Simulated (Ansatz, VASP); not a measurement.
Two plane-wave programs on CsAg2

File INCAR:

```
SYSTEM = CsAg2
PREC = Accurate
ENCUT = 520
EDIFF = 1E-6
ISMEAR = 0
SIGMA = 0.2
LREAL = .FALSE.
LASPH = .TRUE.
NELM = 100
ALGO = Fast
ISIF = 2
LWAVE = .FALSE.
LCHARG = .TRUE.
GGA = PE
LELF = .TRUE.
LVHAR = .TRUE.
NBANDS = 40
```

File KPOINTS:

```
regular mesh
0
G
  6 6 2
  0 0 0
```

The input POSCAR:

```
CsAg2
1.0
    4.8522243964      0.0000000000      0.0000000000
   -2.4261121982      4.2021495921      0.0000000000
    0.0000000000      0.0000000000     10.9144928632
Cs Ag
2 4
Direct
    1.0000000000      0.0000000000      0.2500000000
    1.0000000000      0.0000000000      0.7500000000
    0.3333333333      0.6666666667      0.0000000000
    0.3333333333      0.6666666667      0.5000000000
    0.6666666667      0.3333333333      0.5000000000
    0.6666666667      0.3333333333      1.0000000000
```

Input for Ansatz:

```yaml
crystal:
  lattice:
    - [4.8522243964, 0.0, 0.0]
    - [-2.4261121982, 4.2021495921, 0.0]
    - [0.0, 0.0, 10.9144928632]
  atoms:
    - { symbol: Cs, position: [1.0, 0.0, 0.25] }
    - { symbol: Cs, position: [1.0, 0.0, 0.75] }
    - { symbol: Ag, position: [0.3333333333, 0.6666666667, 0.0] }
    - { symbol: Ag, position: [0.3333333333, 0.6666666667, 0.5] }
    - { symbol: Ag, position: [0.6666666667, 0.3333333333, 0.5] }
    - { symbol: Ag, position: [0.6666666667, 0.3333333333, 1.0] }
basis:
  ecutwfc: 420
kpoints:
  mp_grid: { grid: [6, 6, 2] }
hamiltonian:
  xc: pbe
scf:
  occupations: { method: gaussian, width: 0.2 }
  lower_state_search: "off"
output:
  forces: true
  stress: true
  eigenvalues: true
```

Alike in both runs: task single point; functional PBE; k mesh 6 × 6 × 2; occupations gaussian, width 0.2 eV; no spin polarisation.

```csv
,VASP,Ansatz
version,VASP 6.6.1,Ansatz 0.2.0
potentials or method,"VASP PAW PBE potentials, release 64 (Cs_sv, Ag), cutoff 520 eV","scalar-relativistic, plane waves, PAW"
valence electrons in the cell,62,94
```

|  | VASP | Ansatz | Ansatz less VASP |
| --- | --- | --- | --- |
| gap on the k mesh at the Fermi level (eV) | none | none | - |
| pressure (GPa) | 0.0 | 0.0 | 0.00 |

A gap of «none» marks a metal or a gap that the smearing closes. VASP's potentials hold 62 valence electrons a cell and Ansatz's 94, so a difference there can come from the potentials and not from the codes.

Spin-orbit coupling is off throughout.
